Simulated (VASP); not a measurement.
Here is a VASP 6.6.1 calculation.

POSCAR

```
AlN
1.0
   -0.1090691236      2.1996897903      2.1996897903
    2.1996897903     -0.1090691236      2.1996897903
    2.1996897903      2.1996897903     -0.1090691236
Al N
1 1
Direct
   -0.0026399094     -0.0026399094     -0.0026399094
    0.2526399094      0.2526399094      0.2526399094
```

Contents of INCAR.step1:

```
PREC = Accurate ; ENCUT = 520
ISMEAR = 0 ; SIGMA = 0.01
LREAL = F ; LASPH = T
NELM = 60 ; NBANDS = 11
GGA = PE ; ALGO = Normal
EDIFF = 1E-4 ; LWAVE = T
LCHARG = F
```

File INCAR.step2:

```
PREC = Accurate ; ENCUT = 520
EDIFF = 1E-6 ; ISMEAR = 0
SIGMA = 0.01 ; LREAL = F
LASPH = T ; NELM = 60
ALGO = Normal ; ISIF = 2
LWAVE = F ; LCHARG = T
METAGGA = R2SCAN ; LMIXTAU = T
LELF = T ; LVHAR = T
NBANDS = 11 ; ISTART = 1
```

The input KPOINTS:

```
regular mesh
0
Gamma
  10 10 10
```

Potentials or basis: VASP PAW PBE potentials, release 64 (Al, N).

Launch:

```bash
$ cat potpaw_PBE.64/Al/POTCAR potpaw_PBE.64/N/POTCAR > POTCAR
$ cp INCAR.step1 INCAR
$ mpirun -np 1 vasp_std > vasp.out
$ cp INCAR.step2 INCAR
$ mpirun -np 1 vasp_std > vasp.out
```

(1) Predict the pressure.

(2) What does it give for the largest force?

(3) What does it give for the band gap on the k mesh?

Answers

(1) -16.2 GPa.

(2) 0.005 eV/Å.

(3) 3.45 eV, indirect (least direct gap 3.60 eV).

Caveat: the cell differs from its parent crystal (epitaxial 111 strain +5.7%); the PAW data sets were made with another functional, which shifts forces and pressure a little.
